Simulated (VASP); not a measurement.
Crystal: AlSiO2.

```
Al Si O
1.0
     2.61239    0.00000    0.00000
    -1.30619    2.26239    0.00000
     0.00000    0.00000    4.30658
Al Si O
1 1 2
Direct
  0.00000 0.00000 0.50000
  0.00000 0.00000 0.00000
  0.66667 0.33333 0.20573
  0.33333 0.66667 0.79427
```

```yaml
Program: VASP 6.6.1
Task: relaxation of cell and atoms
Functional: PBE
Potentials_or_basis: VASP PAW PBE potentials, release 64 (Al, Si, O)
Cutoff: 600 eV
k_mesh: 6 × 6 × 4
Occupations: gaussian, width 0.1 eV
Spin: no spin polarisation
```

At the start: pressure 242.3 GPa; volume 6.36 Å³/atom.

Question: How do energy, volume and symmetry change on relaxing?

Answer: Over 16 steps the energy falls by 3279.7 meV/atom and the volume is 10.88 Å³/atom (+71.0 %); space group P-3m1 (No. 164, to 0.05 Å).

Step by step:
| step | energy change (eV) | largest force (eV/Å) | pressure (GPa) | volume (Å³) |
| --- | --- | --- | --- | --- |
| 1 | 0.0000 | 2.0885 | 242.30 | 25.45 |
| 2 | -4.6584 | 0.9616 | -47.12 | 79.56 |
| 3 | -10.9004 | 1.3229 | -7.44 | 48.33 |
| 4 | -10.9244 | 1.3435 | -4.21 | 47.30 |
| 5 | -10.9280 | 1.3545 | -2.49 | 46.77 |
| 6 | -11.4837 | 1.7828 | -4.89 | 46.15 |
| 7 | -12.9853 | 1.5032 | -4.58 | 43.42 |
| 8 | -13.0018 | 0.9531 | -0.70 | 42.55 |
| 9 | -13.0185 | 1.2092 | -2.79 | 42.98 |
| 10 | -12.8323 | 2.2496 | 19.68 | 40.90 |
| 11 | -13.0849 | 0.1883 | 4.18 | 42.22 |
| 12 | -13.1111 | 0.1384 | -2.56 | 44.19 |
| 13 | -13.1169 | 0.0432 | -0.65 | 43.58 |
| 14 | -13.1178 | 0.1143 | 1.09 | 43.32 |
| 15 | -13.1185 | 0.0882 | 0.35 | 43.42 |
| 16 | -13.1188 | 0.0319 | -0.35 | 43.53 |

Final structure:
```xyz
4
Lattice="2.7829 0.0000 0.0000 -1.3915 2.4101 0.0000 0.0000 0.0000 6.4906" Properties=species:S:1:pos:R:3 pbc="T T T"
Al    0.0000    0.0000    3.2453
Si    0.0000    0.0000    0.0000
O     1.3915    0.8034    0.8799
O     0.0000    1.6067    5.6106
```

Caveat: the k points lie up to 0.43 Å⁻¹ apart in the final cell; the volume moved by over 15 % at a fixed basis, so the end points are rough; an odd number of electrons without spin polarisation forces a metal; a magnetic or distorted state may lie lower.
